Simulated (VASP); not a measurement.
# Al2Cu (P4/mmm) in VASP: further runs

Al2Cu is run at these levels: LDA; tasks: single point, relaxation of cell and atoms.

Everything below comes from runs of VASP 6.6.1. Logs are shortened: lines on timing, memory, paths and dates and some standing lists are left out, and cuts for length are marked.

## Step 1: The cell of the first run

The structure is tetragonal, space group P4/mmm (No. 123). The conventional cell has a = 4.105 Å, b = 4.105 Å, c = 2.891 Å, α = 90.00°, β = 90.00°, γ = 90.00°. Al (site symmetry mmm) has 4 Cu at 2.51 Å and 6 Al at 2.89 to 2.90 Å within 3.3 Å. Cu (site symmetry 4/mmm) has 8 Al at 2.51 Å and 2 Cu at 2.89 Å within 3.3 Å.

## Step 2: Single point, LDA

Contents of INCAR:

```
PREC = Accurate
ENCUT = 520
EDIFF = 1E-7
ISMEAR = 0
SIGMA = 0.1
LREAL = F
LASPH = T
NELM = 100
ALGO = Fast
ISIF = 2
LWAVE = F
LCHARG = F
GGA = CA
NBANDS = 16
```

Contents of KPOINTS:

```
Automatic mesh
0
Gamma
  4 4 6
```

Contents of POSCAR:

```
Al2Cu
1.0
    4.1051820000      0.0000000000      0.0000000000
    0.0000000000      4.1051820000      0.0000000000
    0.0000000000      0.0000000000      2.8913130000
Al Cu
2 1
Direct
    0.5000000000      0.0000000000      0.5000000000
    0.0000000000      0.5000000000      0.5000000000
    0.0000000000      0.0000000000      0.0000000000
```

Potentials or basis: VASP PAW LDA potentials, release 64 (Al, Cu).

Started as:

```console
$ cat potpaw_LDA.64/Al/POTCAR potpaw_LDA.64/Cu/POTCAR > POTCAR
$ mpirun -np 1 vasp_std > vasp.out
```

OUTCAR:

```text
PREC = Accurate
   ENCUT = 520
   EDIFF = 1E-7
   ISMEAR = 0
   LREAL = F
   LASPH = T
   NELM = 100
   ISIF = 2
   GGA = CA

 ion  position               nearest neighbor table
   1  0.500  0.000  0.500-   3 2.51   3 2.51   3 2.51   3 2.51   2 2.90   2 2.90   2 2.90   2 2.90

   2  0.000  0.500  0.500-   3 2.51   3 2.51   3 2.51   3 2.51   1 2.90   1 2.90   1 2.90   1 2.90

   3  0.000  0.000  0.000-   1 2.51   2 2.51   1 2.51   2 2.51   2 2.51   2 2.51   1 2.51   1 2.51

  LATTYP: Found a simple tetragonal cell.
 ALAT       =     4.1051820000
 C/A-ratio  =     0.7043081159

  Lattice vectors:

 A1 = (   4.1051820000,   0.0000000000,   0.0000000000)
 A2 = (   0.0000000000,   4.1051820000,   0.0000000000)
 A3 = (   0.0000000000,   0.0000000000,   2.8913130000)

Analysis of symmetry for initial positions (statically):
=====================================================================
 Subroutine PRICEL returns:
 Original cell was already a primitive cell.

 Routine SETGRP: Setting up the symmetry group for a
 simple tetragonal supercell.

 Subroutine GETGRP returns: Found 16 space group operations
 (whereof 16 operations were pure point group operations)
 out of a pool of 16 trial point group operations.

The static configuration has the point symmetry D_4h.

Analysis of symmetry for dynamics (positions and initial velocities):
=====================================================================
 Subroutine PRICEL returns:
 Original cell was already a primitive cell.

 Routine SETGRP: Setting up the symmetry group for a
 simple tetragonal supercell.

 Subroutine GETGRP returns: Found 16 space group operations
 (whereof 16 operations were pure point group operations)
 out of a pool of 16 trial point group operations.

The dynamic configuration has the point symmetry D_4h.

 Subroutine INISYM returns: Found 16 space group operations
 (whereof 16 operations are pure point group operations),
 and found     1 'primitive' translations

----------------------------------------------------------------------------------------

                                     Primitive cell

  volume of cell :      48.7259

  direct lattice vectors                    reciprocal lattice vectors
     4.105182000  0.000000000  0.000000000     0.243594559  0.000000000  0.000000000
     0.000000000  4.105182000  0.000000000     0.000000000  0.243594559  0.000000000
     0.000000000  0.000000000  2.891313000     0.000000000  0.000000000  0.345863627

  length of vectors
     4.105182000  4.105182000  2.891313000     0.243594559  0.243594559  0.345863627

  position of ions in fractional coordinates (direct lattice)
     0.500000000  0.000000000  0.500000000
     0.000000000  0.500000000  0.500000000
     0.000000000  0.000000000  0.000000000

  ion indices of the primitive-cell ions
   primitive index   ion index
                 1           1
                 2           2
                 3           3

----------------------------------------------------------------------------------------

 KPOINTS: Automatic mesh

Automatic generation of k-mesh.
 Grid dimensions read from file:
 generate k-points for:    4    4    6

 Generating k-lattice:

  Cartesian coordinates                     Fractional coordinates (reciprocal lattice)
     0.060898640  0.000000000  0.000000000     0.250000000  0.000000000  0.000000000
     0.000000000  0.060898640  0.000000000     0.000000000  0.250000000  0.000000000
     0.000000000  0.000000000  0.057643938     0.000000000  0.000000000  0.166666667

  Length of vectors
     0.060898640  0.060898640  0.057643938

  Shift w.r.t. Gamma in fractional coordinates (k-lattice)
     0.000000000  0.000000000  0.000000000

 Subroutine IBZKPT returns following result:
 ===========================================

 Found     24 irreducible k-points:

 Following reciprocal coordinates:
            Coordinates               Weight
  0.000000  0.000000  0.000000      1.000000
  0.250000  0.000000  0.000000      4.000000
  0.500000  0.000000  0.000000      2.000000
  0.250000  0.250000  0.000000      4.000000
  0.500000  0.250000  0.000000      4.000000
  0.500000  0.500000  0.000000      1.000000
[... 16 lines left out ...]
  0.500000  0.250000  0.500000      4.000000
  0.500000  0.500000  0.500000      1.000000
   k-points           NKPTS =     24   k-points in BZ     NKDIM =     24   number of bands    NBANDS=     16
   number of dos      NEDOS =    301   number of ions     NIONS =      3
   total plane-waves  NPLWV =  24576
   dimension x,y,z NGX =    32 NGY =   32 NGZ =   24
   dimension x,y,z NGXF=    64 NGYF=   64 NGZF=   48
   ions per type =               2   1
   NGX,Y,Z   is equivalent  to a cutoff of  12.96, 12.96, 13.80 a.u.
   NGXF,Y,Z  is equivalent  to a cutoff of  25.92, 25.92, 27.60 a.u.
 SYSTEM =  unknown system
   PREC   = accura    normal or accurate (medium, high low for compatibility)
   ISTART =      0    job   : 0-new  1-cont  2-samecut
[... 121 lines left out ...]
     15      16.4239      0.00000
     16      18.0695      0.00000

 k-point     6 :       0.5000    0.5000    0.0000
  band No.  band energies     occupation
      1      -0.2065      2.00000
      2       0.4902      2.00000
      3       0.4902      2.00000
      4       1.5568      2.00000
      5       2.4936      2.00000
      6       2.6821      2.00000
[... 8 lines left out ...]
     15      16.9394      0.00000
     16      16.9394      0.00000

 k-point     7 :       0.0000    0.0000    0.1667
  band No.  band energies     occupation
      1      -3.0591      2.00000
      2       1.6214      2.00000
      3       2.1612      2.00000
      4       2.4519      2.00000
      5       2.4519      2.00000
      6       2.6664      2.00000
[... 8 lines left out ...]
     15      16.2097      0.00000
     16      16.9999      0.00000

 k-point     8 :       0.2500    0.0000    0.1667
  band No.  band energies     occupation
      1      -2.5488      2.00000
      2       1.1592      2.00000
      3       2.0795      2.00000
      4       2.4538      2.00000
      5       2.4655      2.00000
      6       2.5934      2.00000
[... 8 lines left out ...]
     15      17.4955      0.00000
     16      18.2056      0.00000

 k-point     9 :       0.5000    0.0000    0.1667
  band No.  band energies     occupation
      1      -1.5134      2.00000
      2      -0.2843      2.00000
      3       2.0661      2.00000
      4       2.4961      2.00000
      5       2.5118      2.00000
      6       2.6048      2.00000
[... 8 lines left out ...]
     15      16.9765      0.00000
     16      18.5336      0.00000
[... 172 lines left out ...]
 k-point    19 :       0.0000    0.0000    0.5000
  band No.  band energies     occupation
      1       0.4145      2.00000
      2       0.9028      2.00000
      3       1.8546      2.00000
      4       1.8546      2.00000
      5       2.1009      2.00000
      6       2.7973      2.00000
[... 8 lines left out ...]
     15      14.2656      0.00000
     16      15.5561      0.00000

 k-point    20 :       0.2500    0.0000    0.5000
  band No.  band energies     occupation
      1       0.6974      2.00000
      2       1.3253      2.00000
      3       1.8767      2.00000
      4       1.8842      2.00000
      5       2.2135      2.00000
      6       2.7567      2.00000
[... 8 lines left out ...]
     15      14.0407      0.00000
     16      15.2559      0.00000

 k-point    21 :       0.5000    0.0000    0.5000
  band No.  band energies     occupation
      1       1.0283      2.00000
      2       1.7640      2.00000
      3       1.9143      2.00000
      4       1.9699      2.00000
      5       2.7174      2.00000
      6       2.7412      2.00000
[... 8 lines left out ...]
     15      13.4261      0.00000
     16      13.6357      0.00000

 k-point    22 :       0.2500    0.2500    0.5000
  band No.  band energies     occupation
      1       0.9165      2.00000
      2       1.5941      2.00000
      3       1.7828      2.00000
      4       2.2812      2.00000
      5       2.3494      2.00000
      6       2.7019      2.00000
[... 8 lines left out ...]
     15      14.7699      0.00000
     16      14.9541      0.00000

 k-point    23 :       0.5000    0.2500    0.5000
  band No.  band energies     occupation
      1       1.1723      2.00000
      2       1.4710      2.00000
      3       2.1802      2.00000
      4       2.6312      2.00000
      5       2.7663      2.00000
      6       2.7912      2.00000
[... 8 lines left out ...]
     15      16.4607      0.00000
     16      16.7516      0.00000

 k-point    24 :       0.5000    0.5000    0.5000
  band No.  band energies     occupation
      1       1.3280      2.00000
      2       1.3280      2.00000
      3       2.5667      2.00000
      4       2.6056      2.00000
      5       2.9682      2.00000
      6       3.4977      2.00000
[... 8 lines left out ...]
     15      19.6729      0.00000
     16      21.4333      0.00000

------------------------ aborting loop because EDIFF is reached ----------------------------------------

  FORCE on cell =-STRESS in cart. coord.  units (eV):
  Direction    XX          YY          ZZ          XY          YZ          ZX
  --------------------------------------------------------------------------------------
  -------------------------------------------------------------------------------------
  Total       -1.8184882     -1.8184882     -0.9414766      0.0000000     -0.0000000      0.0000000
  in kB      -59.7944846    -59.7944846    -30.9570946      0.0000000     -0.0000000      0.0000000
  external PRESSURE =     -50.1820212 kB  Pullay stress =       0.0000000 kB

 VOLUME and BASIS-vectors are now :
 -----------------------------------------------------------------------------
  energy-cutoff  :      520.00
  volume of cell :       48.73
      direct lattice vectors                 reciprocal lattice vectors
     4.105182000  0.000000000  0.000000000     0.243594559  0.000000000  0.000000000
     0.000000000  4.105182000  0.000000000     0.000000000  0.243594559  0.000000000
     0.000000000  0.000000000  2.891313000     0.000000000  0.000000000  0.345863627

 POSITION                                       TOTAL-FORCE (eV/Angst)
 -----------------------------------------------------------------------------------
      2.05259      0.00000      1.44566         0.000000      0.000000      0.000000
      0.00000      2.05259      1.44566         0.000000      0.000000      0.000000
      0.00000      0.00000      0.00000         0.000000      0.000000      0.000000
 -----------------------------------------------------------------------------------
    total drift:                                0.000000      0.000000      0.000000

  FREE ENERGIE OF THE ION-ELECTRON SYSTEM (eV)
  ---------------------------------------------------
  free  energy   TOTEN  =       -13.1593904121 eV

  energy  without entropy=      -13.1575580357  energy(sigma->0) =      -13.15847422
```

Run time: 26 s. Hardware: 1 thread of AMD EPYC 7R13, shared host; peak memory 0.12 GiB.

Results:

```yaml
Free_energy: -13.1594 eV
Pressure: -5.0 GPa
Band_gap_on_the_k_mesh: zero (an odd number of electrons rules out a gap without spin polarisation)
```

Caveat: the k points lie up to 0.38 Å⁻¹ apart, too coarse for converged energies and pressures of a metal.

## Step 3: Single point, LDA

This run uses another cell than the first one, of 15.37 Å³/atom.

Contents of INCAR:

```
SYSTEM = Al2Cu
PREC = Accurate
ENCUT = 520
EDIFF = 1E-7
ISMEAR = 0
SIGMA = 0.1
LREAL = .False.
LASPH = .True.
NELM = 80
ALGO = Normal
ISIF = 2
LWAVE = .False.
LCHARG = .True.
LELF = .True.
LVHAR = .True.
NBANDS = 16
```

Contents of KPOINTS:

```
Automatic mesh
0
Gamma
  10 10 14
  0 0 0
```

Contents of POSCAR:

```
Al2Cu
1.0
    4.0424423827      0.0000000000      0.0000000000
    0.0000000000      4.0424423827      0.0000000000
    0.0000000000      0.0000000000      2.8215833879
Al Cu
2 1
Direct
    0.5000000000      0.0000000000      0.5000000000
    0.0000000000      0.5000000000      0.5000000000
    0.0000000000      0.0000000000      0.0000000000
```

Potentials or basis: VASP PAW LDA potentials, release 64 (Al, Cu).

Started as:

```console
$ cat potpaw_LDA.64/Al/POTCAR potpaw_LDA.64/Cu/POTCAR > POTCAR
$ mpirun -np 1 vasp_std > vasp.out
```

Wall time 2.4 min (1 thread of AMD EPYC 7R13, shared host); peak memory 0.2 GiB.

It converged, with:

| Property | Result |
| --- | --- |
| Free energy | -13.2303 eV |
| Pressure | 0.2 GPa |
| Band gap on the k mesh | zero (an odd number of electrons rules out a gap without spin polarisation) |

Levels at points of the mesh, in eV from the Fermi level:
| k point | band 5 | band 6 | band 7 | band 8 | band 9 | band 10 | band 11 | band 12 | band 13 | band 14 |
| --- | --- | --- | --- | --- | --- | --- | --- | --- | --- | --- |
| (0.00, 0.00, 0.00) | -4.28 | -4.28 | -2.50 | -2.50 | -0.02 | 0.86 | 6.29 | 6.29 | 6.39 | 7.17 |
| (0.50, 0.00, 0.00) | -4.58 | -4.31 | -4.28 | -1.16 | 1.59 | 1.74 | 2.00 | 7.79 | 8.50 | 9.55 |
| (0.50, 0.50, 0.00) | -4.63 | -4.45 | -4.31 | -4.31 | -2.53 | 8.68 | 8.68 | 9.70 | 10.18 | 10.34 |
| (0.00, 0.00, 0.50) | -5.05 | -4.30 | -3.11 | 2.60 | 2.70 | 2.70 | 2.75 | 2.75 | 3.18 | 4.01 |
| (0.50, 0.00, 0.50) | -4.39 | -4.37 | -3.17 | -2.53 | -1.68 | 3.79 | 4.03 | 4.59 | 5.21 | 6.20 |
| (0.50, 0.50, 0.50) | -4.13 | -3.57 | -2.35 | -2.35 | -0.87 | -0.86 | 0.09 | 0.09 | 2.42 | 11.98 |

## Step 4: Relaxation of cell and atoms, LDA

Contents of INCAR:

```
SYSTEM = Al2Cu
PREC = Accurate ; ENCUT = 600
EDIFF = 1E-6 ; ISMEAR = 0
SIGMA = 0.1 ; LREAL = .FALSE.
LASPH = .TRUE. ; NELM = 100
ALGO = Fast ; ISIF = 3
LWAVE = .FALSE. ; LCHARG = .FALSE.
IBRION = 2 ; NSW = 100
EDIFFG = -0.002
```

Contents of KPOINTS:

```
Automatic mesh
0
G
  10 10 14
  0 0 0
```

Contents of POSCAR:

```
Al2Cu
1.0
    4.1051820000      0.0000000000      0.0000000000
    0.0000000000      4.1051820000      0.0000000000
    0.0000000000      0.0000000000      2.8913130000
Al Cu
2 1
Direct
    0.5000000000      0.0000000000      0.5000000000
    0.0000000000      0.5000000000      0.5000000000
    0.0000000000      0.0000000000      0.0000000000
```

Started as:

```console
$ cat potpaw_LDA.64/Al/POTCAR potpaw_LDA.64/Cu/POTCAR > POTCAR
$ mpirun -np 1 vasp_std > vasp.out
```

Wall time 33 min (1 thread of AMD EPYC 7R13, shared host); peak memory 0.25 GiB.

It converged, with:

| Property | Result |
| --- | --- |
| Free energy | -13.2308 eV |
| Relaxed volume | 15.41 Å³/atom |
| Relaxed cell | a = 4.046 Å, b = 4.046 Å, c = 2.824 Å, α = 90.00°, β = 90.00°, γ = 90.00° |
| Space group after relaxing (to 0.1 Å) | P4/mmm (No. 123) |
| Energy gained by relaxing | 13.4 meV/atom |
| Ionic steps | 34 |
| Pressure after relaxing | 0.0 GPa |
| Band gap on the k mesh | zero (an odd number of electrons rules out a gap without spin polarisation) |

Step by step:
| step | energy change (eV) | largest force (eV/Å) | pressure (GPa) | volume (Å³) |
| --- | --- | --- | --- | --- |
| 1 | 0.0000 | 0.0000 | -4.78 | 48.73 |
| 2 | -0.0349 | 0.0000 | 2.18 | 45.38 |
| 3 | -0.0400 | 0.0000 | -0.05 | 46.23 |
| 4 | -0.0400 | 0.0000 | 0.25 | 46.18 |
| 5 | -0.0402 | 0.0000 | -0.15 | 46.33 |
| 6 | -0.0402 | 0.0000 | -0.28 | 46.31 |
| 7 | -0.0402 | 0.0000 | -0.24 | 46.28 |
| 8 | -0.0403 | 0.0000 | 0.03 | 46.27 |
| 9 | -0.0403 | 0.0000 | -0.20 | 46.26 |
| 10 | -0.0403 | 0.0000 | 0.05 | 46.25 |
| 11 | -0.0403 | 0.0000 | -0.09 | 46.26 |
| 12 | -0.0403 | 0.0000 | -0.05 | 46.26 |
| 13 | -0.0403 | 0.0000 | 0.19 | 46.26 |
| 14 | -0.0403 | 0.0000 | -0.12 | 46.26 |
| 15 | -0.0403 | 0.0000 | 0.10 | 46.20 |
| 16 | -0.0403 | 0.0000 | -0.09 | 46.24 |
| 17 | -0.0403 | 0.0000 | 0.21 | 46.22 |
| 18 | -0.0403 | 0.0000 | -0.13 | 46.23 |
| 19 | -0.0403 | 0.0000 | 0.11 | 46.23 |
| 20 | -0.0403 | 0.0000 | 0.04 | 46.23 |
| 21 | -0.0403 | 0.0000 | -0.20 | 46.23 |
| 22 | -0.0403 | 0.0000 | 0.16 | 46.23 |
| 23 | -0.0403 | 0.0000 | -0.05 | 46.23 |
| 24 | -0.0403 | 0.0000 | 0.17 | 46.22 |
| 25 | -0.0403 | 0.0000 | -0.09 | 46.23 |
| 26 | -0.0403 | 0.0000 | 0.08 | 46.23 |
| 27 | -0.0403 | 0.0000 | -0.18 | 46.23 |
| 28 | -0.0403 | 0.0000 | 0.17 | 46.23 |
| 29 | -0.0403 | 0.0000 | -0.03 | 46.23 |
| 30 | -0.0403 | 0.0000 | 0.03 | 46.23 |
| 31 | -0.0403 | 0.0000 | -0.14 | 46.24 |
| 32 | -0.0403 | 0.0000 | 0.14 | 46.23 |
| 33 | -0.0403 | 0.0000 | -0.07 | 46.23 |
| 34 | -0.0403 | 0.0000 | -0.01 | 46.23 |

Final structure:
```
Al Cu
1.0
     4.04586    0.00000    0.00000
     0.00000    4.04586    0.00000
     0.00000    0.00000    2.82428
Al Cu
2 1
Direct
  0.50000 0.00000 0.50000
  0.00000 0.50000 0.50000
  0.00000 0.00000 0.00000
```

Levels at points of the mesh, in eV from the Fermi level:
```tsv
k point	band 6	band 7	band 8	band 9	band 10	band 11	band 12
(0.00, 0.00, 0.00)	-4.27	-2.49	-2.49	-0.03	0.86	6.28	6.28
(0.50, 0.00, 0.00)	-4.30	-4.27	-1.15	1.59	1.74	1.99	7.78
(0.50, 0.50, 0.00)	-4.44	-4.30	-4.30	-2.52	8.68	8.68	9.68
(0.00, 0.00, 0.50)	-4.29	-3.11	2.60	2.69	2.69	2.75	2.75
(0.50, 0.00, 0.50)	-4.36	-3.16	-2.53	-1.68	3.78	4.03	4.58
(0.50, 0.50, 0.50)	-3.56	-2.34	-2.34	-0.87	-0.86	0.08	0.08
```

Caveat: the highest band is partly filled, so the run has too few bands.

## Step 5: The runs side by side

| task | cell | k mesh | cutoff (eV) | gap on the mesh (eV) | pressure (GPa) |
| --- | --- | --- | --- | --- | --- |
| single point | a = 4.105, b = 4.105, c = 2.891 Å, 3 atoms | 4 × 4 × 6 | 520 | none | -5.0 |
| single point | a = 4.042, b = 4.042, c = 2.822 Å, 3 atoms | 10 × 10 × 14 | 520 | none | 0.2 |
| relaxation of cell and atoms | relaxed from a = 4.105, b = 4.105, c = 2.891 Å, 3 atoms | 10 × 10 × 14 | 600 | none | 0.0 |

Alike in all rows: level LDA; potentials or basis VASP PAW LDA potentials, release 64 (Al, Cu); no spin polarisation; smearing gaussian 0.1 eV.

Caveats: some runs use coarse meshes; the highest band is partly filled, so the run has too few bands (at least some runs).

Total energies depend on the potentials used, so only differences within one code and one set of settings carry meaning.
